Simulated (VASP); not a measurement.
A run of VASP 6.6.1 is set up as follows.

Contents of POSCAR:

```
Si
1.0
    2.7154700000     -2.7154700000      0.0000000000
    2.7154700000      0.0000000000     -2.7154700000
   10.4094826980      2.9416686510      2.9416686510
Si
6
Direct
    0.1701513900      0.1701513900      0.5416333333
    0.8090513900     -0.1909486100      0.2083000000
   -0.4687486100     -0.4687486100      0.8749666667
   -0.0590236100     -0.0590236100      0.7916333333
    0.5798763900      0.5798763900      0.4583000000
    0.2187763900      0.2187763900      0.1249666667
```

INCAR.step1

```
PREC = Accurate ; ENCUT = 520
ISMEAR = 0 ; SIGMA = 0.05
LREAL = False ; LASPH = True
NELM = 80 ; NBANDS = 21
GGA = PE ; ALGO = Normal
EDIFF = 1E-4 ; LWAVE = True
LCHARG = False
```

INCAR.step2

```
PREC = Accurate ; ENCUT = 520
EDIFF = 1E-6 ; ISMEAR = 0
SIGMA = 0.05 ; LREAL = False
LASPH = True ; NELM = 80
ALGO = Normal ; ISIF = 2
LWAVE = False ; LCHARG = False
METAGGA = R2SCAN ; LMIXTAU = True
NBANDS = 21 ; ISTART = 1
```

File KPOINTS:

```
Automatic mesh
0
Gamma
  8 8 3
```

Potentials or basis: VASP PAW PBE potentials, release 64 (Si).

Run with:

```bash
$ cat potpaw_PBE.64/Si/POTCAR > POTCAR
$ cp INCAR.step1 INCAR
$ mpirun -np 1 vasp_std > vasp.out
$ cp INCAR.step2 INCAR
$ mpirun -np 1 vasp_std > vasp.out
```

Q: Predict the pressure.

A: 0.1 GPa.

Q: Estimate the band gap on the k mesh.

A: 0.10 eV (least direct gap 1.54 eV).

Forces in eV/Å, atoms in the order of the input:
```
Si  -0.133  0.053  0.053
Si  -0.133  0.085  0.085
Si  -0.384  0.472  0.472
Si   0.133 -0.085 -0.085
Si   0.133 -0.053 -0.053
Si   0.384 -0.472 -0.472
```

Caveat: the PAW data sets were made with another functional, which shifts forces and pressure a little; an odd mesh through Γ misses points on the zone boundary, where band edges can lie.
